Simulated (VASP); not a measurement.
Wanted: the native input for a VASP 6.6.1 run.

| Quantity | Value |
| --- | --- |
| Task | single point |
| Functional | PBE |
| Potentials or basis | VASP PAW PBE potentials, release 64 (Ni) |
| Cutoff | 520 eV |
| k mesh | 15 × 15 × 15 |
| Occupations | methfessel-paxton, width 0.01 eV |
| Spin | no spin polarisation |
| Dipole correction | no |
| Further INCAR settings | ALGO = Normal; EDIFF = 1e-07; NBANDS = 11 |

The structure of Ni lies in POSCAR:

```
Ni
1.0
    0.0000000000      1.7572466680      1.7572466680
    1.7572466680      0.0000000000      1.7572466680
    1.7572466680      1.7572466680      0.0000000000
Ni
1
Direct
    0.0000000000      0.0000000000      0.0000000000
```

The input as run:

INCAR

```
SYSTEM = Ni
ALGO     = Normal         ! electronic algorithm
EDIFF    = 1E-7           ! SCF threshold, eV
ENCUT    = 520            ! plane-wave cutoff, eV
GGA      = PE             ! functional
ISIF     = 2              ! what is computed and relaxed
ISMEAR   = 1              ! smearing method
LASPH    = .TRUE.         ! aspherical terms in the spheres
LCHARG   = .TRUE.         ! write CHGCAR
LELF     = .TRUE.         ! ELF
LREAL    = .FALSE.        ! projectors in reciprocal space
LVHAR    = .TRUE.       
LWAVE    = .FALSE.        ! write WAVECAR
NBANDS   = 11             ! bands
NELM     = 100            ! most SCF steps
PREC     = Accurate       ! precision mode
SIGMA    = 0.01           ! smearing width, eV
```

KPOINTS

```
k-points
0
G
  15 15 15
  0 0 0
```

Potentials or basis: VASP PAW PBE potentials, release 64 (Ni).

The run is started by

```sh
$ cat potpaw_PBE.64/Ni/POTCAR > POTCAR
$ mpirun -np 1 vasp_std > vasp.out
```

It gave:

```
Pressure               : -0.8 GPa
Band gap on the k mesh : zero (band 5 reaches 9.38 eV, above the bottom of band 6 at 8.43 eV)
```

Caveat: the run has no spin polarisation, though such a crystal can be magnetic.

It took 21 s on 1 thread of AMD EPYC 7R13 (shared host), peak memory 0.13 GiB.
